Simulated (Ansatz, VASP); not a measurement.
## GaP: VASP beside Ansatz

```
CELL_PARAMETERS angstrom
0.00000 2.72540 2.72540
2.83878 0.00000 2.72540
2.83878 2.72540 0.00000
ATOMIC_POSITIONS crystal
Ga 0.00000 0.00000 0.00000
P 0.25000 0.25000 0.25000
```

Change from the starting cell: uniaxial_x strain +4.2%.

Alike in both runs: task single point; functional PBE; k mesh 8 × 8 × 8; occupations fermi-dirac, width 0.02 eV; no spin polarisation.

|  | VASP | Ansatz |
| --- | --- | --- |
| version | VASP 6.6.1 | Ansatz 0.2.0 |
| potentials or method | VASP PAW PBE potentials, release 64 (Ga_d, P) | plane waves, PAW |
| plane-wave cutoff (eV) | 520 | 420 |
| valence electrons in the cell | 18 | 18 |

|  | VASP | Ansatz | Ansatz less VASP |
| --- | --- | --- | --- |
| gap on the k mesh at the Fermi level (eV) | 1.40 | 1.40 | +0.003 |
| pressure (GPa) | -0.8 | -0.8 | 0.00 |
| traceless stress, the component that is largest in VASP (GPa) | -2.12 | -2.12 | +0.002 |

With one functional, cell and mesh, what is left measures potentials, basis and numerics.
